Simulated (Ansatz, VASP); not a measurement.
**Sc: VASP beside Ansatz**

```
Sc
1.0
     3.20225    0.00000    0.00000
     0.00000    3.20225    0.00000
     0.00000    0.00000    4.52477
Sc
2
Direct
  0.00000 0.00000 0.00000
  0.50000 0.50000 0.50000
```

Change from the starting cell: equal strain along all axes, cell held, atoms relaxed: -2.0 %.

Alike in both runs: task single point; functional PBE; k mesh 14 × 14 × 10; occupations gaussian, width 0.1 eV; no spin polarisation.

|  | VASP | Ansatz |
| --- | --- | --- |
| version | VASP 6.6.1 | Ansatz 0.2.0 |
| potentials or method | VASP PAW PBE potentials, release 64 (Sc_sv), cutoff 520 eV | scalar-relativistic, plane waves, PAW |
| valence electrons in the cell | 22 | 22 |

|  | VASP | Ansatz | Ansatz less VASP |
| --- | --- | --- | --- |
| gap on the k mesh at the Fermi level (eV) | none | none | - |
| pressure (GPa) | 3.5 | 3.4 | -0.04 |
| traceless stress, the component that is largest in VASP (GPa) | 0.06 | 0.06 | 0.000 |

A gap of «none» marks a metal or a gap that the smearing closes.
